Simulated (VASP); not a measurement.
# Au (Cmcm) in VASP: a series of runs

The runs below take Au through single point, with PBE.

All numbers are computed with VASP 6.6.1; they aren't measurements. Logs are shortened: lines on timing, memory, paths and dates and some standing lists are left out, and cuts for length are marked.

## (1) The cell of the first run

The typed cell holds 2 atoms: a = 2.917 Å, b = 2.917 Å, c = 4.887 Å, α = 90.00°, β = 90.00°, γ = 119.92°.

This isn't the form of Au at room conditions, which is fcc.

## (2) Single point, PBE

File INCAR:

```
ALGO = Fast ; EDIFF = 1E-7
ENCUT = 520 ; GGA = PE
ISIF = 2 ; ISMEAR = 0
LASPH = T ; LCHARG = T
LELF = T ; LREAL = F
LVHAR = T ; LWAVE = F
NBANDS = 18 ; NELM = 80
PREC = Accurate ; SIGMA = 0.1
```

File KPOINTS:

```
k-points
0
Gamma
  22 22 12
```

File POSCAR:

```
Au
1.0
    1.4599474047     -2.5248273753      0.0000000000
    1.4599474047      2.5248273753      0.0000000000
    0.0000000000      0.0000000000      4.8867701754
Au
2
Direct
    0.1668645905      0.8331354095      0.2500000000
    0.8331354095      0.1668645905      0.7500000000
```

Potentials or basis: VASP PAW PBE potentials, release 64 (Au).

Command:

```sh
cat potpaw_PBE.64/Au/POTCAR > POTCAR
mpirun -np 1 vasp_std > vasp.out
```

OUTCAR:

```text
EDIFF = 1E-7
   ENCUT = 520
   GGA = PE
   ISIF = 2
   ISMEAR = 0
   LASPH = T
   LREAL = F
   NELM = 80
   PREC = Accurate

 ion  position               nearest neighbor table
   1  0.167  0.833  0.250-   2 2.97   2 2.97   2 2.97   2 2.97   2 2.97   2 2.97
   2  0.833  0.167  0.750-   1 2.97   1 2.97   1 2.97   1 2.97   1 2.97   1 2.97

  LATTYP: Found a base centered orthorhombic cell.
 ALAT       =     2.9198948094
 B/A-ratio  =     1.7293961188
 C/A-ratio  =     1.6736117204

  Lattice vectors:

 A1 = (   1.4599474047,  -2.5248273753,   0.0000000000)
 A2 = (   1.4599474047,   2.5248273753,   0.0000000000)
 A3 = (   0.0000000000,   0.0000000000,   4.8867701754)

Analysis of symmetry for initial positions (statically):
=====================================================================
 Subroutine PRICEL returns:
 Original cell was already a primitive cell.

 Routine SETGRP: Setting up the symmetry group for a
 base centered orthorhombic supercell.

 Subroutine GETGRP returns: Found  8 space group operations
 (whereof  4 operations were pure point group operations)
 out of a pool of  8 trial point group operations.

The static configuration has the point symmetry C_2h.
 The point group associated with its full space group is D_2h.

Analysis of symmetry for dynamics (positions and initial velocities):
=====================================================================
 Subroutine PRICEL returns:
 Original cell was already a primitive cell.

 Routine SETGRP: Setting up the symmetry group for a
 base centered orthorhombic supercell.

 Subroutine GETGRP returns: Found  8 space group operations
 (whereof  4 operations were pure point group operations)
 out of a pool of  8 trial point group operations.

The dynamic configuration has the point symmetry C_2h.
 The point group associated with its full space group is D_2h.

 Subroutine INISYM returns: Found  8 space group operations
 (whereof  4 operations are pure point group operations),
 and found     1 'primitive' translations

----------------------------------------------------------------------------------------

                                     Primitive cell

  volume of cell :      36.0264

  direct lattice vectors                    reciprocal lattice vectors
     1.459947405 -2.524827375  0.000000000     0.342478091 -0.198033341  0.000000000
     1.459947405  2.524827375  0.000000000     0.342478091  0.198033341  0.000000000
     0.000000000  0.000000000  4.886770175     0.000000000  0.000000000  0.204634137

  length of vectors
     2.916538993  2.916538993  4.886770175     0.395611485  0.395611485  0.204634137

  position of ions in fractional coordinates (direct lattice)
     0.166864590  0.833135410  0.250000000
     0.833135410  0.166864590  0.750000000

  ion indices of the primitive-cell ions
   primitive index   ion index
                 1           1
                 2           2

----------------------------------------------------------------------------------------

 KPOINTS: k-points

Automatic generation of k-mesh.
 Grid dimensions read from file:
 generate k-points for:   22   22   12

 Generating k-lattice:

  Cartesian coordinates                     Fractional coordinates (reciprocal lattice)
     0.015567186 -0.009001515  0.000000000     0.045454545 -0.000000000  0.000000000
     0.015567186  0.009001515  0.000000000    -0.000000000  0.045454545  0.000000000
     0.000000000  0.000000000  0.017052845     0.000000000  0.000000000  0.083333333

  Length of vectors
     0.017982340  0.017982340  0.017052845

  Shift w.r.t. Gamma in fractional coordinates (k-lattice)
     0.000000000  0.000000000  0.000000000

 Subroutine IBZKPT returns following result:
 ===========================================

 Found    931 irreducible k-points:

 Following reciprocal coordinates:
            Coordinates               Weight
  0.000000  0.000000  0.000000      1.000000
  0.045455  0.000000  0.000000      4.000000
  0.090909  0.000000  0.000000      4.000000
  0.136364  0.000000  0.000000      4.000000
  0.181818  0.000000  0.000000      4.000000
  0.227273 -0.000000  0.000000      4.000000
[... 16 lines left out ...]
  0.500000  0.045455  0.000000      4.000000
 -0.454545  0.045455  0.000000      4.000000
 [... further k-points ...]
   k-points           NKPTS =    931   k-points in BZ     NKDIM =    931   number of bands    NBANDS=     18
   number of dos      NEDOS =    301   number of ions     NIONS =      2
   total plane-waves  NPLWV =  20736
   dimension x,y,z NGX =    24 NGY =   24 NGZ =   36
   dimension x,y,z NGXF=    48 NGYF=   48 NGZF=   72
   ions per type =               2
   NGX,Y,Z   is equivalent  to a cutoff of  13.68, 13.68, 12.25 a.u.
   NGXF,Y,Z  is equivalent  to a cutoff of  27.36, 27.36, 24.49 a.u.
 SYSTEM =  unknown system
   PREC   = accura    normal or accurate (medium, high low for compatibility)
   ISTART =      0    job   : 0-new  1-cont  2-samecut
   ICHARG =      2    charge: 1-file 2-atom 10-const
   ISPIN  =      1    spin polarized calculation?
   LNONCOLLINEAR =      F non collinear calculations
   LSORBIT =      F    spin-orbit coupling
   LASPH  =      T    aspherical Exc in radial PAW
   ENCUT  =  520.0 eV  38.22 Ry    6.18 a.u.   5.42  5.42  9.09*2*pi/ulx,y,z
   NELM   =     80;   NELMIN=  2; NELMDL= -5     # of ELM steps
   EDIFF  = 0.1E-06   stopping-criterion for ELM
   LREAL  =      F    real-space projection
   EDIFFG = 0.1E-05   stopping-criterion for IOM
   NSW    =      0    number of steps for IOM
   IBRION =     -1    ionic relax: 0-MD 1-quasi-New 2-CG
   NFREE  =      0    steps in history (QN), initial steepest desc. (CG)
   ISIF   =      2    stress and relaxation
   ISYM   =      2    0-nonsym 1-usesym 2-fastsym
   POTIM  = 0.5000    time-step for ionic-motion
   TEBEG  =    0.0;   TEEND  =   0.0 temperature during run
   PSTRESS=    0.0 pullay stress
   NELECT =      22.0000    total number of electrons
   NUPDOWN=      -1.0000    fix difference up-down
   EMIN   =  10.00;   EMAX   =-10.00  energy-range for DOS
   EFERMI =   0.00;   METHOD = LEGACY
   ISMEAR =     0;   SIGMA  =   0.10  broadening in eV -4-tet -1-fermi 0-gaus
   EFERMI_NEDOS =   21; number of points for ismear=-14 and -15
   IALGO  =     68    algorithm
   IMIX   =      4    mixing-type and parameters
     AMIX     =   0.40;   BMIX     =  1.00
     AMIX_MAG =   1.60;   BMIX_MAG =  1.00
  volume/ion in A,a.u.               =      18.01       121.56
  Fermi-wavevector in a.u.,A,eV,Ry     =   1.388914  2.624667 26.246767  1.929083
  Thomas-Fermi vector in A             =   2.512995
   LORBIT       =      0    0 simple, 1 ext, 2 COOP (PROOUT), +10 PAW based schemes
   GGA     = PE    functional components
   LHFCALC =     F    Hartree Fock is set to
   AEXX    =    0.0000 exact exchange contribution
   IVDW    =     0    specifies the selected vdW correction
   LEPSILON=     F    determine dielectric tensor
   LRPA    =     F    only Hartree local field effects (RPA)
 non-spin polarized calculation
 RMM-DIIS sequential band-by-band and
 Gauss-broadening in eV      SIGMA  =   0.10
  energy-cutoff  :      520.00
  volume of cell :       36.03
 maximum number of plane-waves:       996
 NGX is ok and might be reduce to    24
   NGX = 11   NGY = 11   NGZ = 19

 number of electron      21.9999998 magnetization

 Free energy of the ion-electron system (eV)
  ---------------------------------------------------
  ext. energy  EPLUGINS =         0.00000000
  ---------------------------------------------------
  free energy    TOTEN  =        -6.42748586 eV

  energy without entropy =       -6.42283990  energy(sigma->0) =       -6.42516288

 E-fermi :   8.5475     XC(G=0): -12.3852

 val. band max:        8.5395539817   @ k =   0.1818   0.1818   0.3333
 cond. band min:       8.5478401801   @ k =  -0.3636   0.1364   0.3333
 fundamental gap:      0.0082861984
 Fermi energy:         8.5475161075

 k-point     1 :       0.0000    0.0000    0.0000
  band No.  band energies     occupation
      1      -0.7073      2.00000
      2       1.6774      2.00000
      3       4.0247      2.00000
      4       4.2611      2.00000
      5       4.2809      2.00000
      6       4.5476      2.00000
[... 10 lines left out ...]
     17      26.4631      0.00000
     18      26.5086      0.00000

 k-point     2 :       0.0455    0.0000    0.0000
  band No.  band energies     occupation
      1      -0.6447      2.00000
      2       1.7289      2.00000
      3       4.0014      2.00000
      4       4.2834      2.00000
      5       4.3181      2.00000
      6       4.5292      2.00000
[... 10 lines left out ...]
     17      26.1148      0.00000
     18      26.1988      0.00000

 k-point     3 :       0.0909    0.0000    0.0000
  band No.  band energies     occupation
      1      -0.4595      2.00000
      2       1.8771      2.00000
      3       3.9305      2.00000
      4       4.3404      2.00000
      5       4.4359      2.00000
      6       4.4804      2.00000
[... 10 lines left out ...]
     17      25.2827      0.00000
     18      26.1993      0.00000

 k-point     4 :       0.1364    0.0000    0.0000
  band No.  band energies     occupation
      1      -0.1598      2.00000
      2       2.1000      2.00000
      3       3.8297      2.00000
      4       4.3244      2.00000
      5       4.5339      2.00000
      6       4.6292      2.00000
[... 375 lines left out ...]
      4       4.2692      2.00000
      5       4.4527      2.00000
      6       4.6959      2.00000
[... 10 lines left out ...]
     17      19.9976      0.00000
     18      23.2918      0.00000

 k-point    23 :       0.5000    0.0455    0.0000
  band No.  band energies     occupation
      1       2.2141      2.00000
      2       2.2497      2.00000
      3       2.7006      2.00000
      4       4.2683      2.00000
      5       4.4535      2.00000
      6       4.6957      2.00000
[... 10 lines left out ...]
     17      19.9968      0.00000
     18      23.2920      0.00000

 k-point    24 :      -0.4545    0.0455    0.0000
  band No.  band energies     occupation
      1       2.1753      2.00000
      2       2.2938      2.00000
      3       2.7697      2.00000
      4       4.2871      2.00000
      5       4.4977      2.00000
      6       4.5788      2.00000
[... 10 lines left out ...]
     17      20.4522      0.00000
     18      23.4526      0.00000

 [... further k-points ...]

------------------------ aborting loop because EDIFF is reached ----------------------------------------

  FORCE on cell =-STRESS in cart. coord.  units (eV):
  Direction    XX          YY          ZZ          XY          YZ          ZX
  --------------------------------------------------------------------------------------
  -------------------------------------------------------------------------------------
  Total       -0.0517615     -0.0480779     -0.0526429      0.0000000      0.0000000      0.0000000
  in kB       -2.3019552     -2.1381339     -2.3411506      0.0000000      0.0000000      0.0000000
  external PRESSURE =      -2.2604132 kB  Pullay stress =       0.0000000 kB

 VOLUME and BASIS-vectors are now :
 -----------------------------------------------------------------------------
  energy-cutoff  :      520.00
  volume of cell :       36.03
      direct lattice vectors                 reciprocal lattice vectors
     1.459947405 -2.524827375  0.000000000     0.342478091 -0.198033341  0.000000000
     1.459947405  2.524827375  0.000000000     0.342478091  0.198033341  0.000000000
     0.000000000  0.000000000  4.886770175     0.000000000  0.000000000  0.204634137

 POSITION                                       TOTAL-FORCE (eV/Angst)
 -----------------------------------------------------------------------------------
      1.45995      1.68222      1.22169         0.000000      0.000028      0.000000
      1.45995     -1.68222      3.66508         0.000000     -0.000028      0.000000
 -----------------------------------------------------------------------------------
    total drift:                                0.000000      0.000000      0.000000

  FREE ENERGIE OF THE ION-ELECTRON SYSTEM (eV)
  ---------------------------------------------------
  free  energy   TOTEN  =        -6.4274858646 eV

  energy  without entropy=       -6.4228399009  energy(sigma->0) =       -6.42516288
```

It took 19 min on 1 thread of AMD EPYC 7R13, shared host; peak memory 0.54 GiB.

What came out:

```
Free energy            : -6.4275 eV
Pressure               : -0.2 GPa
Band gap on the k mesh : zero (bands 11 and 12 overlap by 6.32 eV)
```

Caveat: spin-orbit coupling is left out, which moves the levels of the heavy elements.

## (3) Single point, PBE

File INCAR:

```
PREC = Accurate
ENCUT = 520
EDIFF = 1E-6
ISMEAR = 0
SIGMA = 0.1
LREAL = F
LASPH = T
NELM = 60
ALGO = Fast
ISIF = 2
LWAVE = F
LCHARG = F
GGA = PE
NBANDS = 18
```

File KPOINTS:

```
regular mesh
0
Gamma
  22 22 12
```

File POSCAR:

```
Au
1.0
    1.4588937539     -2.5266144459      0.0000000000
    1.4588937539      2.5266144459      0.0000000000
    0.0000000000      0.0000000000      4.8865083144
Au
2
Direct
    0.3336076076      0.6663923924      0.7500000000
    0.6663923924      0.3336076076      0.2500000000
```

Potentials or basis: VASP PAW PBE potentials, release 64 (Au).

Command:

```sh
cat potpaw_PBE.64/Au/POTCAR > POTCAR
mpirun -np 1 vasp_std > vasp.out
```

Wall time 16 min (1 thread of AMD EPYC 7R13, shared host); peak memory 0.53 GiB.

Results (log left out):

```
Free energy            : -6.4275 eV
Pressure               : -0.1 GPa
Band gap on the k mesh : zero (bands 11 and 12 overlap by 6.32 eV)
```

Levels at points of the mesh, in eV from the Fermi level:
```tsv
k point	band 8	band 9	band 10	band 11	band 12	band 13	band 14	band 15
(0.00, 0.00, 0.00)	-3.38	-3.37	-2.12	-2.11	-0.84	2.47	14.62	15.74
(0.50, 0.00, 0.00)	-1.90	-1.84	-1.67	0.38	1.46	5.65	7.01	7.14
(0.50, 0.50, 0.00)	-1.90	-1.84	-1.67	0.39	1.46	5.66	7.00	7.16
(0.00, 0.00, 0.50)	-4.31	-2.54	-2.54	-2.54	-2.54	10.35	10.35	14.89
(0.50, 0.00, 0.50)	-2.30	-1.74	-1.74	0.60	0.60	3.70	3.70	13.05
(0.50, 0.50, 0.50)	-2.30	-1.74	-1.74	0.59	0.59	3.71	3.71	13.04
```

Caveat: spin-orbit coupling is left out, which moves the levels of the heavy elements.
